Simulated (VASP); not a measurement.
# NaCaF3 (Cmmm) in VASP: single point with HSE06

Aim: the single point of NaCaF3 with HSE06.

Program: VASP 6.6.1. These are calculated values, not measurements. Logs are shortened: lines on timing, memory, paths and dates and some standing lists are left out, and cuts for length are marked.

### 1 The cell of the first run

Symmetry: Cmmm, No. 65, orthorhombic system. The conventional cell has a = 6.040 Å, b = 6.350 Å, c = 4.381 Å, α = 90.00°, β = 90.00°, γ = 90.00°. Within 4.0 Å of Na (site symmetry mmm) lie 12 F at 3.02 to 3.17 Å and 8 Ca at 3.73 to 3.86 Å. Within 2.9 Å of Ca (site symmetry mmm) lie 6 F at 2.19 Å. Within 2.9 Å of F (site symmetry mmm) lie 2 Ca at 2.19 Å. Within 2.9 Å of F (site symmetry 2/m) lie 2 Ca at 2.19 Å.

### 2 Single point, HSE06 (shear xy strain +5.0%)

The input, POSCAR:

```
NaCaF3
1.0
    4.3805651498      0.1095141287      0.0000000000
    0.1095141287      4.3805651498      0.0000000000
    0.0000000000      0.0000000000      4.3805651498
Na Ca F
1 1 3
Direct
    0.0000000000      0.0000000000      0.0000000000
    0.5000000000      0.5000000000      0.5000000000
    0.5000000000      0.5000000000      0.0000000000
    0.5000000000      0.0000000000      0.5000000000
    0.0000000000      0.5000000000      0.5000000000
```

The input, INCAR.step1:

```
PREC     = Accurate       # precision mode
ENCUT    = 520            # plane-wave cutoff, eV
EDIFF    = 1E-5           # SCF threshold, eV
ISMEAR   = 0              # smearing method
SIGMA    = 0.01           # smearing width, eV
LREAL    = False          # projectors in reciprocal space
LASPH    = True           # aspherical terms in the spheres
NELM     = 80             # most SCF steps
ALGO     = Normal         # electronic algorithm
ISIF     = 2              # what is computed and relaxed
LWAVE    = True           # write WAVECAR
LCHARG   = False          # write CHGCAR
GGA      = PE             # functional
NBANDS   = 27             # bands
KPAR     = 2
```

The input, INCAR.step2:

```
PREC     = Accurate       # precision mode
ENCUT    = 520            # plane-wave cutoff, eV
EDIFF    = 1E-6           # SCF threshold, eV
ISMEAR   = 0              # smearing method
SIGMA    = 0.01           # smearing width, eV
LREAL    = False          # projectors in reciprocal space
LASPH    = True           # aspherical terms in the spheres
NELM     = 80             # most SCF steps
ALGO     = Normal         # electronic algorithm
ISIF     = 2              # what is computed and relaxed
LWAVE    = False          # write WAVECAR
LCHARG   = False          # write CHGCAR
GGA      = PE             # functional
LHFCALC  = True           # exact exchange
HFSCREEN = 0.2079         # screening, 1/A
PRECFOCK = Fast         
ISTART   = 1            
NBANDS   = 27             # bands
KPAR     = 2
```

The input, KPOINTS:

```
Automatic mesh
0
Gamma
  4 4 4
```

Potentials or basis: VASP PAW PBE potentials, release 64 (Na_pv, Ca_sv, F).

The run is started by

```
cat potpaw_PBE.64/Na_pv/POTCAR potpaw_PBE.64/Ca_sv/POTCAR potpaw_PBE.64/F/POTCAR > POTCAR
cp INCAR.step1 INCAR
mpirun -np 2 vasp_std > vasp.out
cp INCAR.step2 INCAR
mpirun -np 2 vasp_std > vasp.out
```

OUTCAR:

```text
PREC = Accurate
   ENCUT = 520
   EDIFF = 1E-6
   ISMEAR = 0
   LREAL = False
   LASPH = True
   NELM = 80
   ISIF = 2
   GGA = PE
   LHFCALC = True
   HFSCREEN = 0.2079
   PRECFOCK = Fast
   ISTART = 1

 ion  position               nearest neighbor table
   1  0.000  0.000  0.000-
   2  0.500  0.500  0.500-   3 2.19   3 2.19   5 2.19   4 2.19   4 2.19   5 2.19
   3  0.500  0.500  0.000-   2 2.19   2 2.19
   4  0.500  0.000  0.500-   2 2.19   2 2.19
   5  0.000  0.500  0.500-   2 2.19   2 2.19

  LATTYP: Found a base centered orthorhombic cell.
 ALAT       =     6.0401782796
 B/A-ratio  =     1.0512820513
 C/A-ratio  =     0.7252377243

  Lattice vectors:

 A1 = (  -0.1095141287,  -4.3805651498,   0.0000000000)
 A2 = (   4.3805651498,   0.1095141287,   0.0000000000)
 A3 = (   0.0000000000,   0.0000000000,   4.3805651498)

Analysis of symmetry for initial positions (statically):
=====================================================================
 Subroutine PRICEL returns:
 Original cell was already a primitive cell.

 Routine SETGRP: Setting up the symmetry group for a
 base centered orthorhombic supercell.

 Subroutine GETGRP returns: Found  8 space group operations
 (whereof  8 operations were pure point group operations)
 out of a pool of  8 trial point group operations.

The static configuration has the point symmetry D_2h.

Analysis of symmetry for dynamics (positions and initial velocities):
=====================================================================
 Subroutine PRICEL returns:
 Original cell was already a primitive cell.

 Routine SETGRP: Setting up the symmetry group for a
 base centered orthorhombic supercell.

 Subroutine GETGRP returns: Found  8 space group operations
 (whereof  8 operations were pure point group operations)
 out of a pool of  8 trial point group operations.

The dynamic configuration has the point symmetry D_2h.

 Subroutine INISYM returns: Found  8 space group operations
 (whereof  8 operations are pure point group operations),
 and found     1 'primitive' translations

----------------------------------------------------------------------------------------

                                     Primitive cell

[... 98 lines left out ...]
   ISIF   =      2    stress and relaxation
   ISYM   =      3    0-nonsym 1-usesym 2-fastsym
   POTIM  = 0.5000    time-step for ionic-motion
   TEBEG  =    0.0;   TEEND  =   0.0 temperature during run
   PSTRESS=    0.0 pullay stress
   NELECT =      38.0000    total number of electrons
   NUPDOWN=      -1.0000    fix difference up-down
   EMIN   =  10.00;   EMAX   =-10.00  energy-range for DOS
   EFERMI =   0.00;   METHOD = LEGACY
   ISMEAR =     0;   SIGMA  =   0.01  broadening in eV -4-tet -1-fermi 0-gaus
   EFERMI_NEDOS =   21; number of points for ismear=-14 and -15
   IALGO  =     38    algorithm
   IMIX   =      1    mixing-type and parameters
     AMIX     =   0.40;   BMIX     =  1.00
     AMIX_MAG =   1.60;   BMIX_MAG =  1.00
  volume/ion in A,a.u.               =      16.80       113.38
  Fermi-wavevector in a.u.,A,eV,Ry     =   1.256695  2.374808 21.487425  1.579281
  Thomas-Fermi vector in A             =   2.390390
   LORBIT       =      0    0 simple, 1 ext, 2 COOP (PROOUT), +10 PAW based schemes
   GGA     = PE    functional components
   LHFCALC =     T    Hartree Fock is set to
   PRECFOCK=fast      Normal, Fast or Accurate (Low or Medium for compatibility)
   ENCUT4O =  -1.0   cutoff for four orbital integrals eV
   NKREDX  =     1    reduce k-point grid by
   NKREDY  =     1    reduce k-point grid by
   NKREDZ  =     1    reduce k-point grid by
   AEXX    =    0.2500 exact exchange contribution
   HFSCREEN=    0.2079 screening length (either q_TF or 0.3 A-1)
   HFSCREENC=   0.2079 screening length for correlation (either q_TF or 0.3 A-1)
   ENCUTFOCK=  -1.0 apply spherical cutoff to Coloumb kernel
   IVDW    =     0    specifies the selected vdW correction
   LEPSILON=     F    determine dielectric tensor
   LRPA    =     F    only Hartree local field effects (RPA)
 non-spin polarized calculation
 Gauss-broadening in eV      SIGMA  =   0.01
  energy-cutoff  :      520.00
  volume of cell :       84.01
 maximum number of plane-waves:      2296
 NGX is ok and might be reduce to    36
  NGX = 18; NGY = 18; NGZ = 18

 number of electron      37.9999971 magnetization

 Free energy of the ion-electron system (eV)
  ---------------------------------------------------
  ext. energy  EPLUGINS =         0.00000000
  ---------------------------------------------------
  free energy    TOTEN  =       -29.86168771 eV

  energy without entropy =      -29.86168771  energy(sigma->0) =      -29.86168771

 E-fermi :  -3.9545     XC(G=0):  -6.7666

 val. band max:       -4.0608236069   @ k =   0.5000   0.5000   0.5000
 cond. band min:       2.9906511018   @ k =   0.0000   0.0000   0.0000
 fundamental gap:      7.0514747087
 Fermi energy:        -3.9545021031

 k-point     1 :       0.0000    0.0000    0.0000
  band No.  band energies     occupation
      1     -41.1715      2.00000
      2     -26.8878      2.00000
      3     -26.8869      2.00000
      4     -26.8869      2.00000
      5     -24.9495      2.00000
      6     -24.8314      2.00000
[... 619 lines left out ...]
     26      10.4328      0.00000
     27      10.8655      0.00000

------------------------ aborting loop because EDIFF is reached ----------------------------------------

  FORCE on cell =-STRESS in cart. coord.  units (eV):
  Direction    XX          YY          ZZ          XY          YZ          ZX
  --------------------------------------------------------------------------------------
  -------------------------------------------------------------------------------------
  Total        0.5620558      0.5620558      0.5999746     -0.3380116      0.0000000      0.0000000
  in kB       10.7194146     10.7194146     11.4425951     -6.4464890      0.0000000      0.0000000
  external PRESSURE =      10.9604748 kB  Pullay stress =       0.0000000 kB

 VOLUME and BASIS-vectors are now :
 -----------------------------------------------------------------------------
  energy-cutoff  :      520.00
  volume of cell :       84.01
      direct lattice vectors                 reciprocal lattice vectors
     4.380565150  0.109514129  0.000000000     0.228423812 -0.005710595  0.000000000
     0.109514129  4.380565150  0.000000000    -0.005710595  0.228423812  0.000000000
     0.000000000  0.000000000  4.380565150     0.000000000  0.000000000  0.228281047

 POSITION                                       TOTAL-FORCE (eV/Angst)
 -----------------------------------------------------------------------------------
      0.00000      0.00000      0.00000        -0.000000      0.000000      0.000000
      2.24504      2.24504      2.19028         0.000000      0.000000      0.000000
      2.24504      2.24504      0.00000        -0.000000      0.000000      0.000000
      2.19028      0.05476      2.19028        -0.000000      0.000000      0.000000
      0.05476      2.19028      2.19028         0.000000      0.000000      0.000000
 -----------------------------------------------------------------------------------
    total drift:                                0.000006      0.000004      0.000003

  FREE ENERGIE OF THE ION-ELECTRON SYSTEM (eV)
  ---------------------------------------------------
  free  energy   TOTEN  =       -29.8616877142 eV

  energy  without entropy=      -29.8616877142  energy(sigma->0) =      -29.86168771
```

OUTCAR.step1:

```text
PREC = Accurate
   ENCUT = 520
   EDIFF = 1E-5
   ISMEAR = 0
   LREAL = False
[... 859 lines left out ...]
      2.24504      2.24504      2.19028        -0.000000      0.000000      0.000000
      2.24504      2.24504      0.00000        -0.000000      0.000000      0.000000
      2.19028      0.05476      2.19028         0.000000      0.000000      0.000000
      0.05476      2.19028      2.19028         0.000000      0.000000      0.000000
 -----------------------------------------------------------------------------------
    total drift:                                0.000000      0.000000      0.000000

  FREE ENERGIE OF THE ION-ELECTRON SYSTEM (eV)
  ---------------------------------------------------
  free  energy   TOTEN  =       -24.9600853637 eV

  energy  without entropy=      -24.9600853637  energy(sigma->0) =      -24.96008536
```

OSZICAR.step1:

```text
N       E                     dE             d eps       ncg     rms          rms(c)
DAV:   1     0.424535674306E+03    0.42454E+03   -0.20299E+04  1158   0.148E+03
DAV:   2     0.112457515937E+02   -0.41329E+03   -0.39490E+03  1317   0.424E+02
DAV:   3    -0.257585114363E+02   -0.37004E+02   -0.36791E+02  1216   0.134E+02
DAV:   4    -0.281310100600E+02   -0.23725E+01   -0.23666E+01  2166   0.250E+01
DAV:   5    -0.281577732012E+02   -0.26763E-01   -0.26759E-01  1311   0.204E+00    0.101E+01
DAV:   6    -0.252540749646E+02    0.29037E+01   -0.10816E+01  1227   0.191E+01    0.378E+00
DAV:   7    -0.250840061024E+02    0.17007E+00   -0.44078E-01  1516   0.547E+00    0.214E+00
DAV:   8    -0.249592921873E+02    0.12471E+00   -0.19944E-01  1575   0.906E+00    0.383E-01
DAV:   9    -0.249598508059E+02   -0.55862E-03   -0.39069E-02  1386   0.144E+00    0.220E-01
DAV:  10    -0.249601222856E+02   -0.27148E-03   -0.23160E-03  1368   0.393E-01    0.369E-02
DAV:  11    -0.249600679759E+02    0.54310E-04   -0.27274E-04  1475   0.173E-01    0.211E-02
DAV:  12    -0.249600849724E+02   -0.16996E-04   -0.49878E-05  1489   0.484E-02    0.693E-03
DAV:  13    -0.249600853637E+02   -0.39134E-06   -0.32960E-06   923   0.158E-02
   1 F= -.24960085E+02 E0= -.24960085E+02  d E =-.696005E-47
```

Wall time 18 min (2 MPI ranks of Intel Xeon Platinum 8259CL at 2.50GHz (Skylake/Cascade Lake), shared host); peak memory 0.35 GiB.

What came out:

| Item | Value |
| --- | --- |
| Free energy | -29.8617 eV |
| Pressure | 1.1 GPa |
| Band gap on the k mesh | 7.05 eV (least direct gap 7.19 eV) |

Stress tensor (GPa, compression positive):
```
 1.07 -0.64  0.00
-0.64  1.07  0.00
 0.00  0.00  1.14
```

Caveat: the cell differs from its parent crystal (shear xy strain +5.0%); the PAW data sets were made with another functional, which shifts forces and pressure a little.
